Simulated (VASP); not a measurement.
# Mo (Im-3m) in VASP: further runs, part 2 of 2

VASP 6.6.1. Earlier steps stand in the parts before.

### 3 Relaxation of cell and atoms, PBEsol+D4

This run uses another cell than the first one, of 15.33 Å³/atom.

INCAR reads:

```
SYSTEM = Mo
  PREC = Accurate
  ENCUT = 500
  EDIFF = 1E-7
  ISMEAR = 0
  SIGMA = 0.1
  LREAL = .FALSE.
  LASPH = .TRUE.
  NELM = 120
  ALGO = Normal
  ISIF = 3
  LWAVE = .FALSE.
  LCHARG = .FALSE.
  GGA = PS
  IVDW = 13
  IBRION = 2
  NSW = 100
  EDIFFG = -0.002
  GGA_COMPAT = .FALSE.
  NELMIN = 4
```

KPOINTS reads:

```
regular mesh
0
G
  18 18 18
  0 0 0
```

POSCAR reads:

```
Mo
1.0
   -1.5650000000      1.5650000000      1.5650000000
    1.5650000000     -1.5650000000      1.5650000000
    1.5650000000      1.5650000000     -1.5650000000
Mo
1
Direct
    0.0000000000      0.0000000000      0.0000000000
```

Potentials or basis: VASP PAW PBE potentials, release 64 (Mo_sv).

Launch:

```bash
$ cat potpaw_PBE.64/Mo_sv/POTCAR > POTCAR
$ mpirun -np 1 vasp_std > vasp.out
```

OUTCAR:

```text
SYSTEM = Mo
   PREC = Accurate
   ENCUT = 500
   EDIFF = 1E-7
   ISMEAR = 0
   LREAL = .FALSE.
   LASPH = .TRUE.
   NELM = 120
   ISIF = 3
   GGA = PS
   IVDW = 13
   IBRION = 2
   NSW = 100
   EDIFFG = -0.002
   NELMIN = 4

 ion  position               nearest neighbor table
   1  0.000  0.000  0.000-

  LATTYP: Found a body centered cubic cell.
 ALAT       =     3.1300000000

  Lattice vectors:

 A1 = (  -1.5650000000,   1.5650000000,   1.5650000000)
 A2 = (   1.5650000000,  -1.5650000000,   1.5650000000)
 A3 = (   1.5650000000,   1.5650000000,  -1.5650000000)

Analysis of symmetry for initial positions (statically):
=====================================================================
 Subroutine PRICEL returns:
 Original cell was already a primitive cell.

 Routine SETGRP: Setting up the symmetry group for a
 body centered cubic supercell.

 Subroutine GETGRP returns: Found 48 space group operations
 (whereof 48 operations were pure point group operations)
 out of a pool of 48 trial point group operations.

The static configuration has the point symmetry O_h .

Analysis of symmetry for dynamics (positions and initial velocities):
=====================================================================
 Subroutine PRICEL returns:
 Original cell was already a primitive cell.

 Routine SETGRP: Setting up the symmetry group for a
 body centered cubic supercell.

 Subroutine GETGRP returns: Found 48 space group operations
 (whereof 48 operations were pure point group operations)
 out of a pool of 48 trial point group operations.

The dynamic configuration has the point symmetry O_h .

 Subroutine INISYM returns: Found 48 space group operations
 (whereof 48 operations are pure point group operations),
 and found     1 'primitive' translations

----------------------------------------------------------------------------------------

                                     Primitive cell

  volume of cell :      15.3321

  direct lattice vectors                    reciprocal lattice vectors
    -1.565000000  1.565000000  1.565000000     0.000000000  0.319488818  0.319488818
     1.565000000 -1.565000000  1.565000000     0.319488818  0.000000000  0.319488818
     1.565000000  1.565000000 -1.565000000     0.319488818  0.319488818  0.000000000
[... 99 lines left out ...]
   IALGO  =     38    algorithm
   IMIX   =      4    mixing-type and parameters
     AMIX     =   0.40;   BMIX     =  1.00
     AMIX_MAG =   1.60;   BMIX_MAG =  1.00
  volume/ion in A,a.u.               =      15.33       103.47
  Fermi-wavevector in a.u.,A,eV,Ry     =   1.588241  3.001341 34.320841  2.522511
  Thomas-Fermi vector in A             =   2.687275
   LORBIT       =      0    0 simple, 1 ext, 2 COOP (PROOUT), +10 PAW based schemes
   GGA     = PS    functional components
   LHFCALC =     F    Hartree Fock is set to
   AEXX    =    0.0000 exact exchange contribution
   IVDW    =    13    specifies the selected vdW correction
   LEPSILON=     F    determine dielectric tensor
   LRPA    =     F    only Hartree local field effects (RPA)
 conjugate gradient relaxation of ions
 non-spin polarized calculation
 Gauss-broadening in eV      SIGMA  =   0.10
  energy-cutoff  :      500.00
  volume of cell :       15.33
 maximum number of plane-waves:       402
   NGX =  9   NGY =  9   NGZ =  9

--------------------------------------- Ionic step        1  -------------------------------------------

 number of electron      13.9999998 magnetization

 Free energy of the ion-electron system (eV)
  ---------------------------------------------------
  ext. energy  EPLUGINS =         0.00000000
  ---------------------------------------------------
  free energy    TOTEN  =       -11.77800126 eV

  energy without entropy =      -11.77568151  energy(sigma->0) =      -11.77684138

------------------------ aborting loop because EDIFF is reached ----------------------------------------

  DFT-D4 for vdW energy calculation

  Edisp (eV):   -0.36226
[... 186 lines left out ...]
--------------------------------------- Ionic step        6  -------------------------------------------

 number of electron      13.9999997 magnetization

 Free energy of the ion-electron system (eV)
  ---------------------------------------------------
  ext. energy  EPLUGINS =         0.00000000
  ---------------------------------------------------
  free energy    TOTEN  =       -11.77601341 eV

  energy without entropy =      -11.77379524  energy(sigma->0) =      -11.77490433

 E-fermi :  12.9778     XC(G=0): -13.6997

 val. band max:       12.9726516219   @ k =  -0.3889   0.4444   0.2778
 cond. band min:      12.9954539916   @ k =   0.3889   0.1111   0.0000
 fundamental gap:      0.0228023697
 Fermi energy:        12.9778208750

 k-point     1 :       0.0000    0.0000    0.0000
  band No.  band energies     occupation
      1     -48.2439      2.00000
      2     -21.4576      2.00000
      3     -21.4576      2.00000
      4     -21.4576      2.00000
      5       5.5729      2.00000
      6      11.5292      2.00000
      7      11.5292      2.00000
      8      11.5292      2.00000
      9      14.6578      0.00000
     10      14.6578      0.00000
     11      27.8066      0.00000
[... 309 lines left out ...]
 k-point    24 :       0.3889    0.1111    0.0000
  band No.  band energies     occupation
      1     -47.9426      2.00000
      2     -22.9123      2.00000
      3     -21.9932      2.00000
      4     -21.5392      2.00000
      5       7.8521      2.00000
      6       9.5651      2.00000
      7      12.9955      0.80307
      8      14.5772      0.00000
      9      15.7762      0.00000
     10      18.6003      0.00000
     11      25.0556      0.00000

 [... further k-points ...]

------------------------ aborting loop because EDIFF is reached ----------------------------------------

  DFT-D4 for vdW energy calculation

  Edisp (eV):   -0.36582
[... 24 lines left out ...]
  FREE ENERGIE OF THE ION-ELECTRON SYSTEM (eV)
  ---------------------------------------------------
  free  energy   TOTEN  =       -12.1418323516 eV

  energy  without entropy=      -12.1396141862  energy(sigma->0) =      -12.14072327

 reached required accuracy - stopping structural energy minimisation
```

CONTCAR:

```text
Mo
   1.00000000000000
    -1.5593818229718446    1.5593818229718446    1.5593818229718446
     1.5593818229718446   -1.5593818229718446    1.5593818229718446
     1.5593818229718446    1.5593818229718446   -1.5593818229718446
  Mo
     1
Direct
     1.0000000000000000    0.0000000000000000    1.0000000000000000

  0.00000000E+00  0.00000000E+00  0.00000000E+00
```

Run time: 56 s. Hardware: 1 thread of Intel Xeon Platinum 8375C at 2.90GHz (Ice Lake), shared host; peak memory 0.15 GiB.

What came out:

- Free energy: -12.1418 eV
- Relaxed volume: 15.17 Å³/atom
- Relaxed cell: a = 2.701 Å, b = 2.701 Å, c = 2.701 Å, α = 109.47°, β = 109.47°, γ = 109.47°
- Space group after relaxing (to 0.1 Å): Im-3m (No. 229)
- Energy gained by relaxing: 1.6 meV/atom
- Ionic steps: 6
- Pressure after relaxing: 0.0 GPa
- Band gap on the k mesh: zero (bands 7 and 8 overlap by 5.61 eV)
- Dispersion energy per atom: -0.366 eV

Step by step:
| step | energy change (eV) | largest force (eV/Å) | pressure (GPa) | volume (Å³) |
| --- | --- | --- | --- | --- |
| 1 | 0.0000 | 0.0000 | -3.06 | 15.33 |
| 2 | 0.0127 | 0.0000 | 9.93 | 14.69 |
| 3 | -0.0016 | 0.0000 | -0.04 | 15.17 |
| 4 | -0.0016 | 0.0000 | 0.03 | 15.17 |
| 5 | -0.0016 | 0.0000 | -0.06 | 15.17 |
| 6 | -0.0016 | 0.0000 | 0.00 | 15.17 |

Final structure:
```
Mo
1.0
    -1.55938    1.55938    1.55938
     1.55938   -1.55938    1.55938
     1.55938    1.55938   -1.55938
Mo
1
Direct
  0.00000 0.00000 0.00000
```

Levels at points of the mesh, in eV from the Fermi level:
```tsv
k point	band 4	band 5	band 6	band 7	band 8	band 9	band 10	band 11
(0.00, 0.00, 0.00)	-34.44	-7.40	-1.45	-1.45	-1.45	1.68	1.68	14.83
(0.50, 0.00, 0.00)	-34.45	-5.56	-3.58	1.70	1.73	2.39	4.97	11.97
(0.50, 0.50, 0.50)	-35.50	-5.73	-5.73	4.16	4.16	4.16	9.24	9.24
```

Caveat: the PAW data sets were made with another functional, which shifts forces and pressure a little.

The gap in the log of VASP goes by the Fermi energy; the results here count the filled bands.